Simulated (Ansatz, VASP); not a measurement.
## Two plane-wave programs on CdF2

Contents of INCAR:

```
  PREC = Accurate
  ENCUT = 600
  EDIFF = 1E-6
  ISMEAR = 0
  SIGMA = 0.02
  LREAL = F
  LASPH = T
  NELM = 100
  ALGO = Normal
  ISIF = 3
  LWAVE = F
  LCHARG = F
  GGA = PE
  IBRION = 2
  NSW = 100
  EDIFFG = -0.01
```

File KPOINTS:

```
regular mesh
0
Gamma
  6 6 4
```

File POSCAR:

```
CdF2
1.0
    3.8524944417      0.0000000000      0.0000000000
    0.0000000000      3.8524944417      0.0000000000
    0.0000000000      0.0000000000      5.5599671426
Cd F
1 2
Direct
    0.0000000000      0.0000000000      0.0000000000
    0.5000000000      0.0000000000      0.1712881996
    0.0000000000      0.5000000000      0.8287118004
```

Input for Ansatz:

```yaml
crystal:
  lattice:
    - [3.8524944417, 0.0, 0.0]
    - [0.0, 3.8524944417, 0.0]
    - [0.0, 0.0, 5.5599671426]
  atoms:
    - { symbol: Cd, position: [0.0, 0.0, 0.0] }
    - { symbol: F, position: [0.5, 0.0, 0.1712881996] }
    - { symbol: F, position: [0.0, 0.5, 0.8287118004] }
basis:
  ecutwfc: 420
kpoints:
  mp_grid: { grid: [6, 6, 4] }
hamiltonian:
  xc: pbe
scf:
  occupations: { method: gaussian, width: 0.02 }
output:
  forces: true
  stress: true
  eigenvalues: true
relax:
  adjacent_minimum: "off"
  f_tol: 0.01
  max_steps: 80
  cell: { stress_tol: 0.05 }
```

Change from the starting cell: ordered vacancies on the cation sites of zinc blende (P-4m2, No. 115).

Alike in both runs: task relaxation of cell and atoms; functional PBE; k mesh 6 × 6 × 4; occupations gaussian, width 0.02 eV; no spin polarisation.

|  | VASP | Ansatz |
| --- | --- | --- |
| version | VASP 6.6.1 | Ansatz 0.2.0 |
| potentials or method | VASP PAW PBE potentials, release 64 (Cd, F), cutoff 600 eV | scalar-relativistic, plane waves, PAW |
| valence electrons in the cell | 26 | 34 |

Ansatz gave:

- gap on the k mesh at the Fermi level, each at its own relaxed structure (eV): 2.65
- relaxed volume (Å³/atom): 15.70
- relaxed cell length with the largest relative difference (Å): 3.296

Task: Which values does VASP return?

Result: gap on the k mesh at the Fermi level, each at its own relaxed structure (eV): 2.48; relaxed volume (Å³/atom): 15.49; relaxed cell length with the largest relative difference (Å): 3.263.

VASP's potentials hold 26 valence electrons a cell and Ansatz's 34, so a difference there can come from the potentials and not from the codes.

Noted on VASP's run: the volume moved by over 15 % at a fixed basis, so the end points are rough.
